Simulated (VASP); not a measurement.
A run of VASP 6.6.1 is set up as follows.

The input INCAR:

```
SYSTEM = LiH
PREC = Accurate
ENCUT = 520
EDIFF = 1E-6
ISMEAR = 0
SIGMA = 0.02
LREAL = .False.
LASPH = .True.
NELM = 60
ALGO = Normal
ISIF = 2
LWAVE = .False.
LCHARG = .True.
GGA = PE
LELF = .True.
LVHAR = .True.
NBANDS = 9
```

File KPOINTS:

```
regular mesh
0
Gamma
  10 10 10
  0 0 0
```

File POSCAR:

```
LiH
1.0
    0.0000000000      2.0028096236      2.0028096236
    2.0028096236      0.0000000000      2.0028096236
    2.0028096236      2.0028096236      0.0000000000
Li H
1 1
Direct
    0.5000000000      0.5000000000      0.5000000000
    0.0000000000      0.0000000000      0.0000000000
```

Potentials or basis: VASP PAW PBE potentials, release 64 (Li_sv, H).

The run is started by

```sh
$ cat potpaw_PBE.64/Li_sv/POTCAR potpaw_PBE.64/H/POTCAR > POTCAR
$ mpirun -np 1 vasp_std > vasp.out
```

Problem. What does it give for the band gap on the k mesh?

Solution. 2.98 eV, direct.

 As with any semilocal functional, this PBE gap is likely too small.
